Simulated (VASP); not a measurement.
Input of a VASP 6.6.1 run:

INCAR

```
SYSTEM = TiB2
PREC     = Accurate       ! precision mode
ENCUT    = 600            ! plane-wave cutoff, eV
EDIFF    = 1E-6           ! SCF threshold, eV
ISMEAR   = 0              ! smearing method
SIGMA    = 0.1            ! smearing width, eV
LREAL    = .False.        ! projectors in reciprocal space
LASPH    = .True.         ! aspherical terms in the spheres
NELM     = 80             ! most SCF steps
ALGO     = Normal         ! electronic algorithm
ISIF     = 3              ! what is computed and relaxed
LWAVE    = .False.        ! write WAVECAR
LCHARG   = .False.        ! write CHGCAR
GGA      = PE             ! functional
IBRION   = 2              ! ionic algorithm
NSW      = 80             ! ionic steps
EDIFFG   = -0.02          ! ionic threshold
```

The input KPOINTS:

```
regular mesh
0
Gamma
  17 17 13
  0 0 0
```

POSCAR

```
TiB2
1.0
    3.0000000000      0.0000000000      0.0000000000
   -1.5000000000      2.5980762114      0.0000000000
    0.0000000000      0.0000000000      3.3000000000
Ti B
1 2
Direct
    0.0000000000      0.0000000000      0.0000000000
    0.3333333333      0.6666666667      0.5000000000
    0.6666666667      0.3333333333      0.5000000000
```

Potentials or basis: VASP PAW PBE potentials, release 64 (Ti_sv, B).

Launch:

```bash
$ cat potpaw_PBE.64/Ti_sv/POTCAR potpaw_PBE.64/B/POTCAR > POTCAR
$ mpirun -np 1 vasp_std > vasp.out
```

**Question.** Estimate the relaxed volume.

**Answer.** 8.56 Å³/atom.

**Question.** Estimate the band gap on the k mesh.

**Answer.** Zero (bands 9 and 10 overlap by 0.62 eV).

**Question.** Predict the space group after relaxing (to 0.1 Å).

**Answer.** P6/mmm (No. 191).

Step by step:
```csv
step,energy change (eV),largest force (eV/Å),pressure (GPa),volume (Å³)
1,0.0000,0.0000,1.01,25.72
2,-0.0226,0.0000,-2.30,25.91
3,-0.0230,0.0000,-1.94,25.89
4,-0.0236,0.0000,1.50,25.53
5,-0.0244,0.0000,-0.01,25.68
```
